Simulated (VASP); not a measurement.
KI, 2 atoms in the cell. The structure is tetragonal, space group I4/mmm (No. 139). Conventional cell: a = 5.595 Å, b = 5.595 Å, c = 5.594 Å, α = 90.00°, β = 90.00°, γ = 90.00°. Within 3.7 Å of K (site symmetry 4/mmm) lie 2 I at 2.80 Å. I (site symmetry 4/mmm) has 2 K at 2.80 Å within 3.7 Å.  This cell differs from its parent crystal: ratio of the length along z to the lengths across it x 0.707, volume and fractional coordinates fixed.

```yaml
Program: VASP 6.6.1
Task: single point
Functional: r2SCAN
Potentials_or_basis: VASP PAW PBE potentials, release 64 (K_sv, I)
Cutoff: 520 eV
k_mesh: 6 × 6 × 6
Occupations: gaussian, width 0.05 eV
Spin: no spin polarisation
Dipole_correction: no
Further_INCAR_settings: ALGO = Normal; EDIFF = 1e-06; NBANDS = 15
```

Potentials or basis: VASP PAW PBE potentials, release 64 (K_sv, I).

Launch:

```sh
$ cat potpaw_PBE.64/K_sv/POTCAR potpaw_PBE.64/I/POTCAR > POTCAR
$ cp INCAR.step1 INCAR
$ mpirun -np 1 vasp_std > vasp.out
$ cp INCAR.step2 INCAR
$ mpirun -np 1 vasp_std > vasp.out
```

Hardware: 1 thread of Intel(R) Xeon(R) Platinum 8559C (Emerald Rapids) (shared host).

**Question.** Estimate the wall time of this run.

**Answer.** Run time: 100 s on 1 thread of Intel(R) Xeon(R) Platinum 8559C (Emerald Rapids), on a shared host, peak memory 0.25 GiB. Counts: k points 30.
